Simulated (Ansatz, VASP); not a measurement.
## AlN: VASP beside Ansatz

```
Al N
1.0
     0.00000    2.20159    2.20159
     2.20159    0.00000    2.20159
     2.20159    2.20159    0.00000
Al N
1 1
Cartesian
  0.0000 0.0000 0.0000
  3.3024 3.3024 3.3024
```

Alike in both runs: task relaxation of cell and atoms; functional LDA; k mesh 10 × 10 × 10; occupations gaussian, width 0.02 eV; no spin polarisation.

```csv
,VASP,Ansatz
version,VASP 6.6.1,Ansatz 0.2.0
potentials or method,"VASP PAW LDA potentials, release 64 (Al, N), cutoff 600 eV","scalar-relativistic, plane waves, PAW"
valence electrons in the cell,8,8
```

```tsv
	VASP	Ansatz	Ansatz less VASP
gap on the k mesh at the Fermi level, each at its own relaxed structure (eV)	3.23	3.25	+0.023
relaxed volume (Å³/atom)	10.26	10.23	-0.027
relaxed cell length with the largest relative difference (Å)	3.073	3.070	-0.0027
```

LDA's correlation is that of Perdew and Zunger in VASP and of Perdew and Wang (1992) in Ansatz.
